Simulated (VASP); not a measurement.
The system is SiO2 (Stishovite).

```
Si O
1.0
     4.16670    0.00000    0.00000
     0.00000    4.16670    0.00000
     0.00000    0.00000    2.66450
Si O
2 4
Direct
  0.00000 0.00000 0.00000
  0.50000 0.50000 0.50000
  0.30526 0.30526 0.00000
  0.19474 0.80526 0.50000
  0.69474 0.69474 0.00000
  0.80526 0.19474 0.50000
```

Base run:

| Item | Value |
| --- | --- |
| Program | VASP 6.6.1 |
| Functional | r2SCAN |
| Potentials or basis | VASP PAW PBE potentials, release 64 (Si, O) |
| Cutoff | 520 eV |
| k mesh | 7 × 7 × 11 |
| Occupations | fermi-dirac, width 0.02 eV |
| Spin | no spin polarisation |

Its results: band gap on the k mesh 6.66 eV, direct; pressure 3.4 GPa; largest force 0.059 eV/Å.

**Question.** The run is repeated on the same cell with these changes: functional from r2SCAN to LDA; potentials or basis from VASP PAW PBE potentials, release 64 (Si, O) to VASP PAW LDA potentials, release 64 (Si, O). What comes out?

**Answer.** Band gap on the k mesh 5.69 eV, direct; pressure -1.3 GPa; largest force 0.080 eV/Å.

Caveats: the PAW data sets were made with another functional, which shifts forces and pressure a little (some runs).

A k mesh can miss the band edges.
